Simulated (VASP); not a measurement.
# Co (Fm-3m) in VASP: notebook

Runs on Co. Level: PBE+U. Tasks: single point.

Everything below comes from runs of VASP 6.6.1. Logs are shortened: lines on timing, memory, paths and dates and some standing lists are left out, and cuts for length are marked.

**1. The cell of the first run**

The structure is cubic, space group Fm-3m (No. 225). The conventional cell has a = 3.589 Å, b = 3.589 Å, c = 3.589 Å, α = 90.00°, β = 90.00°, γ = 90.00°. Co (site symmetry m-3m) has 12 Co at 2.54 Å within 3.3 Å.

This isn't the form of Co at room conditions, which is hcp.

**2. Single point, PBE+U, collinear spin**

The input, INCAR:

```
PREC     = Accurate       # precision mode
ENCUT    = 520            # plane-wave cutoff, eV
EDIFF    = 1E-7           # SCF threshold, eV
ISMEAR   = 0              # smearing method
SIGMA    = 0.05           # smearing width, eV
LREAL    = False          # projectors in reciprocal space
LASPH    = True           # aspherical terms in the spheres
NELM     = 150            # most SCF steps
ALGO     = Normal         # electronic algorithm
ISIF     = 2              # what is computed and relaxed
LWAVE    = False          # write WAVECAR
LCHARG   = False          # write CHGCAR
ISPIN    = 2              # spin polarisation
MAGMOM   = 3 0            # initial moments
LORBIT   = 11             # projections on sites
LMAXMIX  = 4              # l up to which the mixer works
LDAU     = True           # DFT+U
LDAUTYPE = 2            
LDAUL    = 2              # shell
LDAUU    = 3.32           # U, eV
LDAUJ    = 0            
LDAUPRINT= 1            
GGA      = PE             # functional
NBANDS   = 20             # bands
```

The input, KPOINTS:

```
regular mesh
0
Gamma
  12 12 6
```

The input, POSCAR:

```
Co
1.0
    0.0000000000      1.7945000000      1.7945000000
    1.7945000000      0.0000000000      1.7945000000
    3.5890000000      3.5890000000      0.0000000000
Co
2
Direct
    0.0000000000      0.0000000000      0.0000000000
    0.0000000000      0.0000000000      0.5000000000
```

Potentials or basis: VASP PAW PBE potentials, release 64 (Co).

Started as:

```sh
$ cat potpaw_PBE.64/Co/POTCAR > POTCAR
$ mpirun -np 1 vasp_std > vasp.out
```

OUTCAR:

```text
PREC = Accurate
   ENCUT = 520
   EDIFF = 1E-7
   ISMEAR = 0
   LREAL = False
   LASPH = True
   NELM = 150
   ISIF = 2
   ISPIN = 2
   LORBIT = 11
   GGA = PE

 ion  position               nearest neighbor table
   1  0.000  0.000  0.000-   2 2.54   2 2.54   2 2.54   2 2.54   2 2.54   2 2.54
   2  0.000  0.000  0.500-   1 2.54   1 2.54   1 2.54   1 2.54   1 2.54   1 2.54

  LATTYP: Found a trigonal (rhomboedric) cell.
 ALAT       =     4.3956093434
 COS(alpha) =     0.8333333333

  Lattice vectors:

 A1 = (   3.5890000000,   1.7945000000,  -1.7945000000)
 A2 = (   1.7945000000,   1.7945000000,  -3.5890000000)
 A3 = (   1.7945000000,   3.5890000000,  -1.7945000000)

Analysis of symmetry for initial positions (statically):
=====================================================================
 Subroutine PRICEL returns following result:

  LATTYP: Found a face centered cubic cell.
 ALAT       =     3.5890000000

  Lattice vectors:

 A1 = (   0.0000000000,   1.7945000000,   1.7945000000)
 A2 = (   1.7945000000,   0.0000000000,   1.7945000000)
 A3 = (   1.7945000000,   1.7945000000,   0.0000000000)

   2 primitive cells build up your supercell.

 Routine SETGRP: Setting up the symmetry group for a
 trigonal (rhombohedral) supercell.

 Subroutine GETGRP returns: Found 12 space group operations
 (whereof 12 operations were pure point group operations)
 out of a pool of 12 trial point group operations.

The static configuration has the point symmetry D_3d.

Analysis of symmetry for dynamics (positions and initial velocities):
=====================================================================
 Subroutine PRICEL returns following result:

  LATTYP: Found a face centered cubic cell.
 ALAT       =     3.5890000000

  Lattice vectors:

 A1 = (   0.0000000000,   1.7945000000,   1.7945000000)
 A2 = (   1.7945000000,   0.0000000000,   1.7945000000)
 A3 = (   1.7945000000,   1.7945000000,   0.0000000000)

   2 primitive cells build up your supercell.

 Routine SETGRP: Setting up the symmetry group for a
 trigonal (rhombohedral) supercell.

 Subroutine GETGRP returns: Found 12 space group operations
 (whereof 12 operations were pure point group operations)
 out of a pool of 12 trial point group operations.

The dynamic configuration has the point symmetry D_3d.

Analysis of structural, dynamic, and magnetic symmetry:
=====================================================================
 Subroutine PRICEL returns:
 Original cell was already a primitive cell.

 Routine SETGRP: Setting up the symmetry group for a
 trigonal (rhombohedral) supercell.

 Subroutine GETGRP returns: Found 12 space group operations
 (whereof 12 operations were pure point group operations)
 out of a pool of 12 trial point group operations.

The overall configuration has the point symmetry D_3d.

 Subroutine INISYM returns: Found 12 space group operations
 (whereof 12 operations are pure point group operations),
 and found     1 'primitive' translations

----------------------------------------------------------------------------------------

                                     Primitive cell

  volume of cell :      23.1148

  direct lattice vectors                    reciprocal lattice vectors
     0.000000000  1.794500000  1.794500000    -0.278629145  0.278629145  0.278629145
     1.794500000  0.000000000  1.794500000     0.278629145 -0.278629145  0.278629145
     3.589000000  3.589000000  0.000000000     0.139314572  0.139314572 -0.139314572

  length of vectors
     2.537806238  2.537806238  5.075612475     0.482599835  0.482599835  0.241299917
[... 116 lines left out ...]
   EFERMI_NEDOS =   21; number of points for ismear=-14 and -15
   IALGO  =     38    algorithm
   IMIX   =      4    mixing-type and parameters
     AMIX     =   0.40;   BMIX     =  1.00
     AMIX_MAG =   1.60;   BMIX_MAG =  1.00
  volume/ion in A,a.u.               =      11.56        77.99
  Fermi-wavevector in a.u.,A,eV,Ry     =   1.506152  2.846215 30.864743  2.268495
  Thomas-Fermi vector in A             =   2.616907
   LORBIT       =     11    0 simple, 1 ext, 2 COOP (PROOUT), +10 PAW based schemes
 LDA+U is selected, type is set to LDAUTYPE =  2
   angular momentum for each species LDAUL =     2
   U (eV)           for each species LDAUU =   3.3
   J (eV)           for each species LDAUJ =   0.0
   GGA     = PE    functional components
   LHFCALC =     F    Hartree Fock is set to
   AEXX    =    0.0000 exact exchange contribution
   IVDW    =     0    specifies the selected vdW correction
   LEPSILON=     F    determine dielectric tensor
   LRPA    =     F    only Hartree local field effects (RPA)
 spin polarized calculation
 Gauss-broadening in eV      SIGMA  =   0.05
  energy-cutoff  :      520.00
  volume of cell :       23.11
 maximum number of plane-waves:       636
   NGX =  9   NGY =  9   NGZ = 19

atom =   1  type =  1  l = 2

 onsite density matrix

spin component  1

  0.9138 -0.0016  0.0002 -0.0016 -0.0000
 -0.0016  0.9138  0.0001  0.0016 -0.0002
  0.0002  0.0001  0.9347  0.0001 -0.0000
 -0.0016  0.0016  0.0001  0.9138  0.0002
 -0.0000 -0.0002 -0.0000  0.0002  0.9347

spin component  2

  0.7628  0.0522 -0.0307  0.0522  0.0000
  0.0522  0.7628 -0.0154 -0.0522  0.0266
 -0.0307 -0.0154  0.2192 -0.0154 -0.0000
  0.0522 -0.0522 -0.0154  0.7628 -0.0266
  0.0000  0.0266 -0.0000 -0.0266  0.2192

 occupancies and eigenvectors

  o =  0.2169  v =  0.0000  0.0000  0.0000  0.0000  0.0000  0.0000 -0.0444  0.0000  0.0444  0.9980      0.0000  0.0000  0.0000  0.0000  0.0000  0.0000  0.0000  0.0000  0.0000  0.0000
  o =  0.2169  v =  0.0000  0.0000  0.0000  0.0000  0.0000 -0.0513 -0.0256 -0.9980 -0.0256  0.0000      0.0000  0.0000  0.0000  0.0000  0.0000  0.0000  0.0000  0.0000  0.0000  0.0000
  o =  0.6585  v =  0.0000  0.0000  0.0000  0.0000  0.0000 -0.5774  0.5774 -0.0000  0.5774 -0.0000      0.0000  0.0000  0.0000  0.0000  0.0000  0.0000  0.0000  0.0000  0.0000  0.0000
  o =  0.8174  v =  0.0000  0.0000  0.0000  0.0000  0.0000 -0.8149 -0.4074  0.0628 -0.4074  0.0000      0.0000  0.0000  0.0000  0.0000  0.0000  0.0000  0.0000  0.0000  0.0000  0.0000
  o =  0.8174  v =  0.0000  0.0000  0.0000  0.0000  0.0000  0.0000  0.7057 -0.0000 -0.7057  0.0628      0.0000  0.0000  0.0000  0.0000  0.0000  0.0000  0.0000  0.0000  0.0000  0.0000
  o =  0.9123  v = -0.3468 -0.8135  0.0052  0.4667 -0.0110  0.0000  0.0000  0.0000  0.0000  0.0000      0.0000  0.0000  0.0000  0.0000  0.0000  0.0000  0.0000  0.0000  0.0000  0.0000
  o =  0.9123  v =  0.7391  0.0692 -0.0110  0.6699 -0.0052  0.0000  0.0000  0.0000  0.0000  0.0000      0.0000  0.0000  0.0000  0.0000  0.0000  0.0000  0.0000  0.0000  0.0000  0.0000
  o =  0.9170  v =  0.5774 -0.5774  0.0000 -0.5774  0.0000  0.0000  0.0000  0.0000  0.0000  0.0000      0.0000  0.0000  0.0000  0.0000  0.0000  0.0000  0.0000  0.0000  0.0000  0.0000
  o =  0.9347  v =  0.0000 -0.0086  0.0000  0.0086  0.9999  0.0000  0.0000  0.0000  0.0000  0.0000      0.0000  0.0000  0.0000  0.0000  0.0000  0.0000  0.0000  0.0000  0.0000  0.0000
  o =  0.9347  v = -0.0099 -0.0050 -0.9999 -0.0050  0.0000  0.0000  0.0000  0.0000  0.0000  0.0000      0.0000  0.0000  0.0000  0.0000  0.0000  0.0000  0.0000  0.0000  0.0000  0.0000

atom =   2  type =  1  l = 2

 onsite density matrix

spin component  1

  0.9201  0.0019 -0.0002  0.0019  0.0000
  0.0019  0.9201 -0.0001 -0.0019  0.0002
 -0.0002 -0.0001  0.9374 -0.0001  0.0000
  0.0019 -0.0019 -0.0001  0.9201 -0.0002
  0.0000  0.0002  0.0000 -0.0002  0.9374

spin component  2

  0.7189 -0.0649  0.0372 -0.0649 -0.0000
 -0.0649  0.7189  0.0186  0.0649 -0.0322
  0.0372  0.0186  0.2589  0.0186  0.0000
 -0.0649  0.0649  0.0186  0.7189  0.0322
 -0.0000 -0.0322  0.0000  0.0322  0.2589

 occupancies and eigenvectors

  o =  0.2537  v =  0.0000  0.0000  0.0000  0.0000  0.0000  0.0832  0.0067 -0.8940  0.0765 -0.4335      0.0000  0.0000  0.0000  0.0000  0.0000  0.0000  0.0000  0.0000  0.0000  0.0000
  o =  0.2537  v =  0.0000  0.0000  0.0000  0.0000  0.0000  0.0403  0.0922 -0.4335 -0.0519  0.8940      0.0000  0.0000  0.0000  0.0000  0.0000  0.0000  0.0000  0.0000  0.0000  0.0000
  o =  0.6591  v =  0.0000  0.0000  0.0000  0.0000  0.0000 -0.8101 -0.3683 -0.1130 -0.4418 -0.0059      0.0000  0.0000  0.0000  0.0000  0.0000  0.0000  0.0000  0.0000  0.0000  0.0000
  o =  0.6591  v =  0.0000  0.0000  0.0000  0.0000  0.0000  0.0425  0.7228  0.0059 -0.6804 -0.1130      0.0000  0.0000  0.0000  0.0000  0.0000  0.0000  0.0000  0.0000  0.0000  0.0000
  o =  0.8487  v =  0.0000  0.0000  0.0000  0.0000  0.0000 -0.5774  0.5774  0.0000  0.5774  0.0000      0.0000  0.0000  0.0000  0.0000  0.0000  0.0000  0.0000  0.0000  0.0000  0.0000
  o =  0.9164  v = -0.5774  0.5774 -0.0000  0.5774 -0.0000  0.0000  0.0000  0.0000  0.0000  0.0000      0.0000  0.0000  0.0000  0.0000  0.0000  0.0000  0.0000  0.0000  0.0000  0.0000
  o =  0.9220  v =  0.8059  0.5155  0.0196  0.2904 -0.0032  0.0000  0.0000  0.0000  0.0000  0.0000      0.0000  0.0000  0.0000  0.0000  0.0000  0.0000  0.0000  0.0000  0.0000  0.0000
  o =  0.9220  v =  0.1300 -0.6330  0.0032  0.7629  0.0196  0.0000  0.0000  0.0000  0.0000  0.0000      0.0000  0.0000  0.0000  0.0000  0.0000  0.0000  0.0000  0.0000  0.0000  0.0000
  o =  0.9374  v =  0.0000  0.0141  0.0000 -0.0141  0.9998  0.0000  0.0000  0.0000  0.0000  0.0000      0.0000  0.0000  0.0000  0.0000  0.0000  0.0000  0.0000  0.0000  0.0000  0.0000
  o =  0.9374  v = -0.0162 -0.0081  0.9998 -0.0081 -0.0000  0.0000  0.0000  0.0000  0.0000  0.0000      0.0000  0.0000  0.0000  0.0000  0.0000  0.0000  0.0000  0.0000  0.0000  0.0000

 number of electron      18.0000012 magnetization       3.5149934

 Free energy of the ion-electron system (eV)
  ---------------------------------------------------
  ext. energy  EPLUGINS =         0.00000000
  ---------------------------------------------------
  free energy    TOTEN  =        -9.11874564 eV

  energy without entropy =       -9.11763996  energy(sigma->0) =       -9.11819280

 E-fermi :   9.4213     XC(G=0): -12.9807

 val. band max:        9.4155638685   @ k =   0.4167   0.2500   0.0000
 cond. band min:       9.4316516028   @ k =   0.4167   0.3333   0.0000
 fundamental gap:      0.0160877343
 Fermi energy:         9.4212655062

 spin component 1

 k-point     1 :       0.0000    0.0000    0.0000
  band No.  band energies     occupation
      1       0.9064      1.00000
      2       3.8337      1.00000
      3       5.4122      1.00000
      4       5.4123      1.00000
      5       5.8940      1.00000
      6       5.8940      1.00000
[... 1097 lines left out ...]
     19      31.2129      0.00000
     20      31.5270      0.00000

 [... further k-points ...]

------------------------ aborting loop because EDIFF is reached ----------------------------------------

  FORCE on cell =-STRESS in cart. coord.  units (eV):
  Direction    XX          YY          ZZ          XY          YZ          ZX
  --------------------------------------------------------------------------------------
  -------------------------------------------------------------------------------------
  Total       -0.5375787     -0.5375787     -0.5375787      0.0735993     -0.0735993     -0.0735993
  in kB      -37.2616623    -37.2616623    -37.2616623      5.1014511     -5.1014511     -5.1014511
  external PRESSURE =     -37.2616623 kB  Pullay stress =       0.0000000 kB

 VOLUME and BASIS-vectors are now :
 -----------------------------------------------------------------------------
  energy-cutoff  :      520.00
  volume of cell :       23.11
      direct lattice vectors                 reciprocal lattice vectors
     0.000000000  1.794500000  1.794500000    -0.278629145  0.278629145  0.278629145
     1.794500000  0.000000000  1.794500000     0.278629145 -0.278629145  0.278629145
     3.589000000  3.589000000  0.000000000     0.139314572  0.139314572 -0.139314572

 POSITION                                       TOTAL-FORCE (eV/Angst)
 -----------------------------------------------------------------------------------
      0.00000      0.00000      0.00000         0.000000      0.000000     -0.000000
      1.79450      1.79450      0.00000        -0.000000     -0.000000      0.000000
 -----------------------------------------------------------------------------------
    total drift:                               -0.000000     -0.000000     -0.000000

  FREE ENERGIE OF THE ION-ELECTRON SYSTEM (eV)
  ---------------------------------------------------
  free  energy   TOTEN  =        -9.1187456360 eV

  energy  without entropy=       -9.1176399628  energy(sigma->0) =       -9.11819280

 total charge

# of ion       s       p       d       tot
------------------------------------------
    1        0.457   0.452   7.311   8.219
    2        0.457   0.460   7.283   8.200
--------------------------------------------------
tot          0.914   0.911  14.594  16.419

 magnetization (x)

# of ion       s       p       d       tot
------------------------------------------
    1       -0.016  -0.074   1.885   1.796
    2       -0.014  -0.080   1.963   1.869
--------------------------------------------------
tot         -0.029  -0.154   3.848   3.665
```

Run time: 2.5 min. Hardware: 1 thread of Oxide Virtual Turin-like, shared host; peak memory 0.16 GiB.

What came out:

- Free energy: -9.1187 eV
- Pressure: -3.7 GPa
- Net moment: 3.51 μB per cell
- Site moments: Co +1.80, +1.87 μB
- Valence electrons inside the program's atomic spheres: Co 8.22, 8.20

Levels at points of the mesh, in eV from the Fermi level:
Spin up:
| k point | band 7 | band 8 | band 9 | band 10 | band 11 | band 12 | band 13 | band 14 | band 15 | band 16 |
| --- | --- | --- | --- | --- | --- | --- | --- | --- | --- | --- |
| (0.00, 0.00, 0.00) | -3.48 | -3.12 | -3.12 | -1.88 | -1.88 | -0.10 | 5.29 | 21.27 | 22.70 | 23.89 |
| (0.50, 0.00, 0.00) | -1.99 | -1.91 | -1.45 | -1.40 | -0.10 | 2.57 | 5.28 | 8.34 | 14.37 | 14.37 |
| (0.00, 0.00, 0.50) | -3.52 | -3.52 | -2.90 | -2.90 | -2.47 | -2.47 | 13.63 | 13.65 | 22.69 | 22.72 |
| (0.50, 0.00, 0.50) | -3.19 | -3.06 | -2.00 | -1.59 | 1.84 | 1.85 | 7.98 | 8.12 | 13.63 | 13.66 |
Spin down:
```tsv
k point	band 5	band 6	band 7	band 8	band 9	band 10
(0.00, 0.00, 0.00)	-1.58	-0.84	-0.84	-0.28	1.94	1.94
(0.50, 0.00, 0.00)	-0.88	-0.28	0.66	0.77	1.88	2.02
(0.00, 0.00, 0.50)	-1.27	-1.27	-0.96	-0.96	1.76	1.76
(0.50, 0.00, 0.50)	-1.24	-0.85	-0.35	0.31	1.95	2.46
```

Eigenvalues of the final occupation matrices:
| site | spin | trace | eigenvalues |
| --- | --- | --- | --- |
| site 1 d | 1 | 4.61 | 0.91 0.91 0.92 0.93 0.93 |
| site 1 d | 2 | 2.73 | 0.22 0.22 0.66 0.82 0.82 |
| site 2 d | 1 | 4.64 | 0.92 0.92 0.92 0.94 0.94 |
| site 2 d | 2 | 2.67 | 0.25 0.25 0.66 0.66 0.85 |

Caveat: the cell stands under tension; the U is typed as a test and isn't derived for this compound.

**3. Single point, PBE+U, collinear spin, ferromagnetic start**

The input, INCAR:

```
ALGO     = Normal         # electronic algorithm
EDIFF    = 1E-7           # SCF threshold, eV
ENCUT    = 520            # plane-wave cutoff, eV
GGA      = PE             # functional
ISIF     = 2              # what is computed and relaxed
ISMEAR   = 0              # smearing method
ISPIN    = 2              # spin polarisation
ISYM     = 0            
LASPH    = T              # aspherical terms in the spheres
LCHARG   = F              # write CHGCAR
LDAU     = T              # DFT+U
LDAUJ    = 0            
LDAUL    = 2              # shell
LDAUPRINT= 1            
LDAUTYPE = 2            
LDAUU    = 3.32           # U, eV
LMAXMIX  = 4              # l up to which the mixer works
LORBIT   = 11             # projections on sites
LREAL    = F              # projectors in reciprocal space
LWAVE    = F              # write WAVECAR
MAGMOM   = 2.04 2.04      # initial moments
NBANDS   = 20             # bands
NELM     = 150            # most SCF steps
PREC     = Accurate       # precision mode
SIGMA    = 0.05           # smearing width, eV
```

The input, KPOINTS:

```
k-points
0
Gamma
  12 12 6
```

POSCAR is that of step 2.

Potentials or basis: VASP PAW PBE potentials, release 64 (Co).

Started as:

```sh
$ cat potpaw_PBE.64/Co/POTCAR > POTCAR
$ mpirun -np 1 vasp_std > vasp.out
```

Wall time 9.5 min (1 thread of Oxide Virtual Turin-like, shared host); peak memory 0.34 GiB.

It converged, with:

```
Free energy                                           : -9.1093 eV
Pressure                                              : -4.6 GPa
Net moment                                            : 3.50 μB per cell
Site moments                                          : Co +1.83 μB
Valence electrons inside the program's atomic spheres : Co 8.21
```

Levels at points of the mesh, in eV from the Fermi level:
Spin up:
```
           k point  band 8  band 9  band 10  band 11  band 12  band 13  band 14  band 15
(0.00, 0.00, 0.00)   -3.10   -3.10    -1.88    -1.88    -0.07     5.31    21.30    22.73
(0.50, 0.00, 0.00)   -1.88   -1.45    -1.45    -0.07     2.60     5.31     8.37    14.40
(0.00, 0.50, 0.00)   -1.88   -1.45    -1.45    -0.07     2.60     5.31     8.37    14.40
(0.50, 0.50, 0.00)   -1.88   -1.45    -1.45    -0.07     2.60     5.31     8.37    14.40
(0.00, 0.00, 0.50)   -3.59   -2.65    -2.65    -2.65    -2.65    13.66    13.66    22.74
(0.50, 0.00, 0.50)   -3.16   -1.76    -1.76     1.87     1.87     8.09     8.09    13.67
(0.00, 0.50, 0.50)   -3.16   -1.76    -1.76     1.87     1.87     8.09     8.09    13.67
(0.50, 0.50, 0.50)   -3.16   -1.76    -1.76     1.87     1.87     8.09     8.09    13.67
```
Spin down:
| k point | band 4 | band 5 | band 6 | band 7 | band 8 | band 9 | band 10 | band 11 |
| --- | --- | --- | --- | --- | --- | --- | --- | --- |
| (0.00, 0.00, 0.00) | -1.56 | -1.56 | -0.83 | -0.83 | -0.26 | 1.98 | 1.98 | 2.00 |
| (0.50, 0.00, 0.00) | -0.83 | -0.83 | -0.26 | 0.70 | 0.70 | 1.98 | 1.98 | 2.50 |
| (0.00, 0.50, 0.00) | -0.83 | -0.83 | -0.26 | 0.70 | 0.70 | 1.98 | 1.98 | 2.50 |
| (0.50, 0.50, 0.00) | -0.83 | -0.83 | -0.26 | 0.70 | 0.70 | 1.98 | 1.98 | 2.50 |
| (0.00, 0.00, 0.50) | -2.02 | -1.09 | -1.09 | -1.09 | -1.09 | 1.83 | 1.83 | 1.83 |
| (0.50, 0.00, 0.50) | -2.21 | -1.05 | -1.05 | -0.04 | -0.04 | 2.24 | 2.25 | 3.43 |
| (0.00, 0.50, 0.50) | -2.21 | -1.05 | -1.05 | -0.04 | -0.04 | 2.24 | 2.24 | 3.43 |
| (0.50, 0.50, 0.50) | -2.21 | -1.05 | -1.05 | -0.04 | -0.04 | 2.24 | 2.24 | 3.43 |

Eigenvalues of the final occupation matrices:
```csv
site,spin,trace,eigenvalues
site 1 d,1,4.62,0.92 0.92 0.92 0.94 0.94
site 1 d,2,2.70,0.24 0.24 0.74 0.74 0.74
site 2 d,1,4.62,0.92 0.92 0.92 0.94 0.94
site 2 d,2,2.70,0.24 0.24 0.74 0.74 0.74
```

Caveat: the cell stands under tension; the U is typed as a test and isn't derived for this compound.
